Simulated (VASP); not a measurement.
# Zr (P6_3/mmc) in VASP: notebook

Runs on Zr. Level: LDA. Tasks: relaxation of shape and atoms at fixed volume.

Everything below comes from runs of VASP 6.6.1. Logs are shortened: lines on timing, memory, paths and dates and some standing lists are left out, and cuts for length are marked.

### 1 The cell of the first run

It takes space group P6_3/mmc (No. 194, hexagonal). The conventional cell has a = 2.494 Å, b = 2.494 Å, c = 4.045 Å, α = 90.00°, β = 90.00°, γ = 120.00°. Zr (site symmetry -6m2) has 12 Zr at 2.48 to 2.49 Å within 3.3 Å.

### 2 Relaxation of shape and atoms at fixed volume, LDA

Input file INCAR:

```
  PREC = Accurate
  ENCUT = 600
  EDIFF = 1E-6
  ISMEAR = -1
  SIGMA = 0.1
  LREAL = False
  LASPH = True
  NELM = 80
  ALGO = Normal
  ISIF = 4
  LWAVE = False
  LCHARG = False
  IBRION = 2
  NSW = 50
  EDIFFG = -0.005
```

Input file KPOINTS:

```
regular mesh
0
Gamma
  14 14 8
```

Input file POSCAR:

```
Zr
1.0
    2.4942402729      0.0000000000      0.0000000000
   -1.2471201364      2.1600754394      0.0000000000
    0.0000000000      0.0000000000      4.0450457726
Zr
2
Direct
    0.3333333333      0.6666666667      0.2500000000
    0.6666666667      0.3333333333      0.7500000000
```

Potentials or basis: VASP PAW LDA potentials, release 64 (Zr_sv).

The run is started by

```bash
> cat potpaw_LDA.64/Zr_sv/POTCAR > POTCAR
> mpirun -np 1 vasp_std > vasp.out
```

OUTCAR:

```text
PREC = Accurate
   ENCUT = 600
   EDIFF = 1E-6
   ISMEAR = -1
   LREAL = False
   LASPH = True
   NELM = 80
   ISIF = 4
   IBRION = 2
   NSW = 50
   EDIFFG = -0.005

 ion  position               nearest neighbor table
   1  0.333  0.667  0.250-   2 2.48   2 2.48   2 2.48   2 2.48   2 2.48   2 2.48   2 3.52   2 3.52
                             2 3.52   2 3.52   2 3.52   2 3.52
   2  0.667  0.333  0.750-   1 2.48   1 2.48   1 2.48   1 2.48   1 2.48   1 2.48   1 3.52   1 3.52
                             1 3.52   1 3.52   1 3.52   1 3.52

  LATTYP: Found a hexagonal cell.
 ALAT       =     2.4942402729
 C/A-ratio  =     1.6217546547

  Lattice vectors:

 A1 = (   2.4942402729,   0.0000000000,   0.0000000000)
 A2 = (  -1.2471201364,   2.1600754394,   0.0000000000)
 A3 = (   0.0000000000,   0.0000000000,   4.0450457726)

Analysis of symmetry for initial positions (statically):
=====================================================================
 Subroutine PRICEL returns:
 Original cell was already a primitive cell.

 Routine SETGRP: Setting up the symmetry group for a
 hexagonal supercell.

 Subroutine GETGRP returns: Found 24 space group operations
 (whereof 12 operations were pure point group operations)
 out of a pool of 24 trial point group operations.

The static configuration has the point symmetry D_3d.
 The point group associated with its full space group is D_6h.

Analysis of symmetry for dynamics (positions and initial velocities):
=====================================================================
 Subroutine PRICEL returns:
 Original cell was already a primitive cell.

 Routine SETGRP: Setting up the symmetry group for a
 hexagonal supercell.

 Subroutine GETGRP returns: Found 24 space group operations
 (whereof 12 operations were pure point group operations)
 out of a pool of 24 trial point group operations.

The dynamic configuration has the point symmetry D_3d.
 The point group associated with its full space group is D_6h.

 Subroutine INISYM returns: Found 24 space group operations
 (whereof 12 operations are pure point group operations),
 and found     1 'primitive' translations

----------------------------------------------------------------------------------------

                                     Primitive cell

  volume of cell :      21.7937

  direct lattice vectors                    reciprocal lattice vectors
     2.494240273  0.000000000  0.000000000     0.400923684  0.231473397  0.000000000
    -1.247120136  2.160075439  0.000000000     0.000000000  0.462946794  0.000000000
     0.000000000  0.000000000  4.045045773     0.000000000  0.000000000  0.247215991

  length of vectors
     2.494240273  2.494240273  4.045045773     0.462946794  0.462946794  0.247215991

  position of ions in fractional coordinates (direct lattice)
     0.333333333  0.666666667  0.250000000
     0.666666667  0.333333333  0.750000000

  ion indices of the primitive-cell ions
   primitive index   ion index
                 1           1
                 2           2

----------------------------------------------------------------------------------------

 KPOINTS: regular mesh

Automatic generation of k-mesh.
 Grid dimensions read from file:
 generate k-points for:   14   14    8

 Generating k-lattice:

  Cartesian coordinates                     Fractional coordinates (reciprocal lattice)
     0.028637406  0.016533814  0.000000000     0.071428571 -0.000000000  0.000000000
     0.000000000  0.033067628  0.000000000     0.000000000  0.071428571  0.000000000
     0.000000000  0.000000000  0.030901999     0.000000000  0.000000000  0.125000000

  Length of vectors
     0.033067628  0.033067628  0.030901999

  Shift w.r.t. Gamma in fractional coordinates (k-lattice)
     0.000000000  0.000000000  0.000000000

 Subroutine IBZKPT returns following result:
 ===========================================

 Found    120 irreducible k-points:

 Following reciprocal coordinates:
            Coordinates               Weight
  0.000000  0.000000  0.000000      1.000000
  0.071429  0.000000  0.000000      6.000000
  0.142857 -0.000000  0.000000      6.000000
  0.214286 -0.000000  0.000000      6.000000
  0.285714  0.000000  0.000000      6.000000
  0.357143  0.000000  0.000000      6.000000
[... 16 lines left out ...]
  0.285714  0.285714  0.000000      6.000000
  0.357143  0.285714  0.000000      6.000000
 [... further k-points ...]
   k-points           NKPTS =    120   k-points in BZ     NKDIM =    120   number of bands    NBANDS=     16
   number of dos      NEDOS =    301   number of ions     NIONS =      2
   total plane-waves  NPLWV =  12800
   dimension x,y,z NGX =    20 NGY =   20 NGZ =   32
   dimension x,y,z NGXF=    40 NGYF=   40 NGZF=   64
   ions per type =               2
   NGX,Y,Z   is equivalent  to a cutoff of  13.33, 13.33, 13.15 a.u.
   NGXF,Y,Z  is equivalent  to a cutoff of  26.66, 26.66, 26.30 a.u.
 SYSTEM =  unknown system
   PREC   = accura    normal or accurate (medium, high low for compatibility)
   ISTART =      0    job   : 0-new  1-cont  2-samecut
   ICHARG =      2    charge: 1-file 2-atom 10-const
   ISPIN  =      1    spin polarized calculation?
   LNONCOLLINEAR =      F non collinear calculations
   LSORBIT =      F    spin-orbit coupling
   LASPH  =      T    aspherical Exc in radial PAW
   ENCUT  =  600.0 eV  44.10 Ry    6.64 a.u.   4.98  4.98  8.08*2*pi/ulx,y,z
   NELM   =     80;   NELMIN=  2; NELMDL= -5     # of ELM steps
   EDIFF  = 0.1E-05   stopping-criterion for ELM
   LREAL  =      F    real-space projection
   EDIFFG = -.5E-02   stopping-criterion for IOM
   NSW    =     50    number of steps for IOM
   IBRION =      2    ionic relax: 0-MD 1-quasi-New 2-CG
   NFREE  =      1    steps in history (QN), initial steepest desc. (CG)
   ISIF   =      4    stress and relaxation
   ISYM   =      2    0-nonsym 1-usesym 2-fastsym
   POTIM  = 0.5000    time-step for ionic-motion
   TEBEG  =    0.0;   TEEND  =   0.0 temperature during run
   PSTRESS=    0.0 pullay stress
   NELECT =      24.0000    total number of electrons
   NUPDOWN=      -1.0000    fix difference up-down
   EMIN   =  10.00;   EMAX   =-10.00  energy-range for DOS
   EFERMI =   0.00;   METHOD = LEGACY
   ISMEAR =    -1;   SIGMA  =   0.10  broadening in eV -4-tet -1-fermi 0-gaus
   EFERMI_NEDOS =   21; number of points for ismear=-14 and -15
   IALGO  =     38    algorithm
   IMIX   =      4    mixing-type and parameters
     AMIX     =   0.40;   BMIX     =  1.00
     AMIX_MAG =   1.60;   BMIX_MAG =  1.00
  volume/ion in A,a.u.               =      10.90        73.54
  Fermi-wavevector in a.u.,A,eV,Ry     =   1.690577  3.194728 38.886152  2.858052
  Thomas-Fermi vector in A             =   2.772499
   LORBIT       =      0    0 simple, 1 ext, 2 COOP (PROOUT), +10 PAW based schemes
   GGA     = CA    functional components
   LHFCALC =     F    Hartree Fock is set to
   AEXX    =    0.0000 exact exchange contribution
   IVDW    =     0    specifies the selected vdW correction
   LEPSILON=     F    determine dielectric tensor
   LRPA    =     F    only Hartree local field effects (RPA)
 conjugate gradient relaxation of ions
 non-spin polarized calculation
  energy-cutoff  :      600.00
  volume of cell :       21.79
 maximum number of plane-waves:       756
 NGX is ok and might be reduce to    20
   NGX =  9   NGY =  9   NGZ = 17

--------------------------------------- Ionic step        1  -------------------------------------------

 number of electron      24.0000000 magnetization

 Free energy of the ion-electron system (eV)
  ---------------------------------------------------
  ext. energy  EPLUGINS =         0.00000000
  ---------------------------------------------------
  free energy    TOTEN  =        -9.53181771 eV

  energy without entropy =       -9.49277383  energy(sigma->0) =       -9.51229577

------------------------ aborting loop because EDIFF is reached ----------------------------------------

  FORCE on cell =-STRESS in cart. coord.  units (eV):
  Direction    XX          YY          ZZ          XY          YZ          ZX
  --------------------------------------------------------------------------------------
  -------------------------------------------------------------------------------------
  Total       29.0891419     29.0891419     32.5135151      0.0000000      0.0000000      0.0000000
  in kB     2138.5078346   2138.5078345   2390.2529371      0.0000000      0.0000000      0.0000000
  external PRESSURE =    2222.4228687 kB  Pullay stress =       0.0000000 kB
[... 93 lines left out ...]
  energy  without entropy=       -9.6637929231  energy(sigma->0) =       -9.67990268

--------------------------------------- Ionic step        4  -------------------------------------------

 number of electron      23.9999999 magnetization

 Free energy of the ion-electron system (eV)
  ---------------------------------------------------
  ext. energy  EPLUGINS =         0.00000000
  ---------------------------------------------------
  free energy    TOTEN  =        -9.69798094 eV

  energy without entropy =       -9.66641413  energy(sigma->0) =       -9.68219754

 E-fermi :  20.3734     XC(G=0): -15.2412

 val. band max:       20.3727798339   @ k =   0.0714   0.0714   0.3750
 cond. band min:      20.3902803601   @ k =   0.2857   0.2143   0.3750
 fundamental gap:      0.0175005262
 Fermi energy:        20.3733866526

 k-point     1 :       0.0000    0.0000    0.0000
  band No.  band energies     occupation
      1     -29.5733      2.00000
      2     -28.0190      2.00000
      3     -10.0423      2.00000
      4      -3.6639      2.00000
      5      -3.1618      2.00000
      6      -3.1618      2.00000
[... 8 lines left out ...]
     15      22.2335      0.00000
     16      25.4984      0.00000
[... 420 lines left out ...]
  band No.  band energies     occupation
      1     -26.7931      2.00000
      2     -26.6468      2.00000
      3      -8.9624      2.00000
      4      -8.1287      2.00000
      5      -7.8312      2.00000
      6      -6.8330      2.00000
[... 8 lines left out ...]
     15      24.4158      0.00000
     16      27.4415      0.00000

 [... further k-points ...]
[... 5 lines left out ...]
  --------------------------------------------------------------------------------------
  -------------------------------------------------------------------------------------
  Total       30.7033826     30.7033826     30.7099645      0.0000000      0.0000000      0.0000000
  in kB     2257.1798273   2257.1798269   2257.6636987      0.0000001      0.0000000      0.0000000
  external PRESSURE =    2257.3411177 kB  Pullay stress =       0.0000000 kB
[... 17 lines left out ...]
  FREE ENERGIE OF THE ION-ELECTRON SYSTEM (eV)
  ---------------------------------------------------
  free  energy   TOTEN  =        -9.6979809404 eV

  energy  without entropy=       -9.6664141324  energy(sigma->0) =       -9.68219754

 reached required accuracy - stopping structural energy minimisation
```

It took 42 s on 1 thread of Intel Xeon 6975P-C (Granite Rapids), shared host; peak memory 0.15 GiB.

What came out:

```yaml
Free_energy: -9.6980 eV
Energy_gained_by_relaxing: 83.1 meV/atom
Ionic_steps: 4
Pressure_after_relaxing: 225.7 GPa
Band_gap_on_the_k_mesh: zero (band 12 reaches 21.14 eV, above the bottom of band 13 at 19.51 eV)
```

The path:
| step | energy change (eV) | largest force (eV/Å) | pressure (GPa) | volume (Å³) |
| --- | --- | --- | --- | --- |
| 1 | 0.0000 | 0.0000 | 222.24 | 21.79 |
| 2 | -0.1573 | 0.0000 | 225.04 | 21.79 |
| 3 | -0.1642 | 0.0000 | 226.18 | 21.79 |
| 4 | -0.1662 | 0.0000 | 225.73 | 21.79 |

Final structure:
```
Zr
1.0
     2.41381    0.00000    0.00000
    -1.20691    2.09042    0.00000
     0.00000    0.00000    4.31909
Zr
2
Direct
  0.33333 0.66667 0.25000
  0.66667 0.33333 0.75000
```

Levels at points of the mesh, in eV from the Fermi level:
| k point | band 9 | band 10 | band 11 | band 12 | band 13 | band 14 | band 15 | band 16 |
| --- | --- | --- | --- | --- | --- | --- | --- | --- |
| (0.00, 0.00, 0.00) | -4.31 | -4.09 | -1.22 | 0.66 | 0.66 | 1.86 | 1.86 | 5.13 |
| (0.50, 0.00, 0.00) | -6.74 | -5.96 | -4.17 | 0.49 | 0.87 | 2.36 | 4.07 | 10.70 |
| (0.00, 0.00, 0.50) | -3.03 | -3.03 | 0.76 | 0.76 | 0.76 | 0.76 | 1.24 | 1.24 |
| (0.50, 0.00, 0.50) | -6.24 | -6.24 | -4.66 | -4.66 | 4.44 | 4.44 | 6.63 | 6.63 |

### 3 Relaxation of shape and atoms at fixed volume, LDA

This run uses another cell than the first one, of 13.08 Å³/atom, 1.200 times its volume.

Input file INCAR:

```
SYSTEM = Zr
PREC     = Accurate       ! precision mode
ENCUT    = 600            ! plane-wave cutoff, eV
EDIFF    = 1E-6           ! SCF threshold, eV
ISMEAR   = -1             ! smearing method
SIGMA    = 0.1            ! smearing width, eV
LREAL    = .False.        ! projectors in reciprocal space
LASPH    = .True.         ! aspherical terms in the spheres
NELM     = 60             ! most SCF steps
ALGO     = Normal         ! electronic algorithm
ISIF     = 4              ! what is computed and relaxed
LWAVE    = .False.        ! write WAVECAR
LCHARG   = .False.        ! write CHGCAR
GGA      = CA             ! functional
IBRION   = 2              ! ionic algorithm
NSW      = 50             ! ionic steps
EDIFFG   = -0.005         ! ionic threshold
```

Input file KPOINTS:

```
Automatic mesh
0
Gamma
  14 14 8
  0 0 0
```

Input file POSCAR:

```
Zr
1.0
    2.6505257996      0.0000000000      0.0000000000
   -1.3252628998      2.2954226758      0.0000000000
    0.0000000000      0.0000000000      4.2985025530
Zr
2
Direct
    0.3333333333      0.6666666667      0.2500000000
    0.6666666667      0.3333333333      0.7500000000
```

Potentials or basis: VASP PAW LDA potentials, release 64 (Zr_sv).

The run is started by

```bash
> cat potpaw_LDA.64/Zr_sv/POTCAR > POTCAR
> mpirun -np 1 vasp_std > vasp.out
```

Run time: 50 s. Hardware: 1 thread of Intel Xeon 6975P-C (Granite Rapids), shared host; peak memory 0.17 GiB.

Results (log left out):

```
Free energy               : -14.2166 eV
Energy gained by relaxing : 87.3 meV/atom
Ionic steps               : 4
Pressure after relaxing   : 119.0 GPa
Band gap on the k mesh    : zero (band 12 reaches 17.85 eV, above the bottom of band 13 at 16.24 eV)
```

The path:
| step | energy change (eV) | largest force (eV/Å) | pressure (GPa) | volume (Å³) |
| --- | --- | --- | --- | --- |
| 1 | 0.0000 | 0.0000 | 120.69 | 26.15 |
| 2 | -0.1681 | 0.0000 | 118.95 | 26.15 |
| 3 | -0.1742 | 0.0000 | 118.99 | 26.15 |
| 4 | -0.1746 | 0.0000 | 119.04 | 26.15 |

Final structure:
```cif
data_structure
_symmetry_space_group_name_H-M 'P 1'
_symmetry_Int_Tables_number 1
_cell_length_a 2.5557
_cell_length_b 2.5557
_cell_length_c 4.6233
_cell_angle_alpha 90.000
_cell_angle_beta 90.000
_cell_angle_gamma 120.000
_cell_volume 26.15
loop_
_atom_site_label
_atom_site_type_symbol
_atom_site_fract_x
_atom_site_fract_y
_atom_site_fract_z
_atom_site_occupancy
Zr1 Zr 0.33333 0.66667 0.25000 1
Zr2 Zr 0.66667 0.33333 0.75000 1
```

Levels at points of the mesh, in eV from the Fermi level:
```tsv
k point	band 8	band 9	band 10	band 11	band 12	band 13	band 14	band 15	band 16
(0.00, 0.00, 0.00)	-23.70	-5.03	-3.92	-0.83	1.06	1.06	1.98	1.98	4.91
(0.50, 0.00, 0.00)	-24.60	-5.25	-4.77	-3.63	0.32	1.41	1.99	2.93	9.05
(0.00, 0.00, 0.50)	-23.87	-3.17	-3.17	-0.06	-0.06	1.17	1.17	1.17	1.17
(0.50, 0.00, 0.50)	-24.96	-5.11	-5.11	-3.45	-3.45	4.20	4.20	5.32	5.32
```

(Continued in part 2 of 2.)
